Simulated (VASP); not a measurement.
CdTe, 2 atoms in the cell. The structure is cubic, space group F-43m (No. 216). The conventional cell has a = 6.564 Å, b = 6.564 Å, c = 6.564 Å, α = 90.00°, β = 90.00°, γ = 90.00°. Cd (site symmetry -43m) has 4 Te at 2.84 Å within 3.7 Å. Within 3.7 Å of Te (site symmetry -43m) lie 4 Cd at 2.84 Å. 

| Item | Value |
| --- | --- |
| Program | VASP 6.6.1 |
| Task | vibrations by perturbation theory |
| Functional | LDA |
| Potentials or basis | VASP PAW LDA potentials, release 64 (Cd, Te) |
| Cutoff | 500 eV |
| k mesh | 8 × 8 × 8 |
| Occupations | gaussian, width 0.01 eV |
| Spin | no spin polarisation |
| Dipole correction | no |
| Further INCAR settings | ALGO = Normal; EDIFF = 1e-08; NBANDS = 16; IBRION = 8; NSW = 1 |

Potentials or basis: VASP PAW LDA potentials, release 64 (Cd, Te).

Run with:

```bash
$ cat potpaw_LDA.64/Cd/POTCAR potpaw_LDA.64/Te/POTCAR > POTCAR
$ mpirun -np 1 vasp_std > vasp.out
```

Hardware: 1 thread of Intel(R) Xeon(R) Platinum 8259CL CPU @ 2.50GHz (Skylake/Cascade Lake), on a shared host.

Q: How long does it take, and how much memory?

A: It took 11 min on 1 thread of Intel(R) Xeon(R) Platinum 8259CL CPU @ 2.50GHz (Skylake/Cascade Lake), with other jobs on the host, peak memory 0.41 GiB. Counts: scf iterations 153, k points 29.
